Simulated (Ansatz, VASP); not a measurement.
PbS in VASP and in Ansatz

Contents of POSCAR:

```
PbS
1.0
    0.0000000000      2.8624493322      2.8624493322
    2.8624493322      0.0000000000      2.8624493322
    2.8624493322      2.8624493322      0.0000000000
Pb S
1 1
Direct
    0.0000000000      0.0000000000      0.0000000000
    0.5000000000      0.5000000000      0.5000000000
```

Contents of INCAR.step1:

```
ALGO = Normal ; EDIFF = 1E-4
ENCUT = 520 ; GGA = PE
ISMEAR = -1 ; LASPH = T
LCHARG = F ; LREAL = F
LWAVE = T ; NBANDS = 17
NELM = 100 ; PREC = Accurate
SIGMA = 0.05
```

Contents of INCAR.step2:

```
ALGO = Normal ; EDIFF = 1E-6
ENCUT = 520 ; ISIF = 2
ISMEAR = -1 ; ISTART = 1
LASPH = T ; LCHARG = T
LELF = T ; LMIXTAU = T
LREAL = F ; LVHAR = T
LWAVE = F ; METAGGA = R2SCAN
NBANDS = 17 ; NELM = 100
PREC = Accurate ; SIGMA = 0.05
```

Contents of KPOINTS:

```
k-points
0
Gamma
  12 12 12
```

Input for Ansatz:

```yaml
crystal:
  lattice:
    - [0.0, 2.8624493322, 2.8624493322]
    - [2.8624493322, 0.0, 2.8624493322]
    - [2.8624493322, 2.8624493322, 0.0]
  atoms:
    - { symbol: Pb, position: [0.0, 0.0, 0.0] }
    - { symbol: S, position: [0.5, 0.5, 0.5] }
kpoints:
  mp_grid: { grid: [12, 12, 12] }
scf:
  occupations: { method: fermi_dirac, width: 0.05 }
hamiltonian:
  xc: r2scan
  pseudopotentials: { kind: paw }
output:
  forces: true
  stress: true
  eigenvalues: true
  populations: true
  write_density: true
  write_potential: true
  elf: true
  volumetric_format: npy
```

Change from the starting cell: volume scaled by 0.88, PAW files.

Alike in both runs: task single point; functional r2SCAN; k mesh 12 × 12 × 12; occupations fermi-dirac, width 0.05 eV; no spin polarisation.

```csv
,VASP,Ansatz
version,VASP 6.6.1,Ansatz 0.2.0
potentials or method,"VASP PAW PBE potentials, release 64 (Pb_d, S)","PAW with Ansatz's default frozen-core files, scalar-relativistic"
plane-wave cutoff (eV),520,500
valence electrons in the cell,20,20
```

|  | VASP | Ansatz | Ansatz less VASP |
| --- | --- | --- | --- |
| pressure (GPa) | 9.7 | 9.7 | 0.00 |

VASP's potentials were made for PBE, not for r2SCAN. With one functional, cell and mesh, what is left measures potentials, basis and numerics.

Spin-orbit coupling is off throughout.
